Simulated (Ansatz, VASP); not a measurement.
## One calculation of ZnS, two programs

```
Zn S
1.0
     1.90307    1.09874    9.35195
    -1.90307    1.09874    9.35195
     0.00000   -2.19748    9.35195
Zn S
3 3
Direct
  0.99997 0.99997 0.99997
  0.22227 0.22227 0.22227
  0.44461 0.44461 0.44461
  0.08327 0.08327 0.08327
  0.52784 0.52784 0.52784
  0.30536 0.30536 0.30536
```

Alike in both runs: task single point; functional LDA; k mesh 6 × 6 × 6; no spin polarisation; Hubbard terms Zn d U = 4.0 eV.

```csv
,VASP,Ansatz
version,VASP 6.6.1,Ansatz 0.2.0
potentials or method,"VASP PAW LDA potentials, release 64 (Zn, S), cutoff 500 eV","plane waves, PAW"
occupations,"gaussian, width 0.01 eV",fixed
valence electrons in the cell,54,54
```

|  | VASP | Ansatz | Ansatz less VASP |
| --- | --- | --- | --- |
| gap on the k mesh at the Fermi level (eV) | 2.22 | 2.08 | -0.141 |

LDA's correlation is that of Perdew and Zunger in VASP and of Perdew and Wang (1992) in Ansatz. The programs project onto different local orbitals, so the same U acts differently, and such runs can settle in different states.
